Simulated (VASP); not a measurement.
GaP: single point with PBE

Crystal: GaP.

```xyz
2
Lattice="3.1864 0.0000 0.0000 0.0000 3.1864 0.0000 0.0000 0.0000 3.1864" Properties=species:S:1:pos:R:3 pbc="T T T"
Ga    0.0000    0.0000    0.0000
P     1.5932    1.5932    1.5932
```

```yaml
Program: VASP 6.6.1
Task: single point
Functional: PBE
Potentials_or_basis: VASP PAW PBE potentials, release 64 (Ga_d, P)
Cutoff: 520 eV
k_mesh: 8 × 8 × 8
Occupations: fermi-dirac, width 0.02 eV
Spin: no spin polarisation
```

```
Pressure               : 2.1 GPa
Band gap on the k mesh : zero (band 9 reaches 8.84 eV, above the bottom of band 10 at 5.22 eV)
```

Levels at points of the mesh, in eV from the Fermi level:
```
           k point  band 7  band 8  band 9  band 10  band 11  band 12
(0.00, 0.00, 0.00)   -1.03   -0.93   -0.93    -0.93     4.24     4.24
(0.50, 0.00, 0.00)   -8.98    1.11    1.11     3.47     3.92     4.83
(0.50, 0.50, 0.00)   -5.87   -5.87   -4.90     1.98     7.61     7.61
(0.50, 0.50, 0.50)   -3.04   -3.04   -3.04    -1.57    -0.94    -0.94
```

Wall time 17 s on 1 thread of AMD EPYC 7R43 64-Core Processor (Zen 3), on a shared host, peak memory 0.11 GiB.
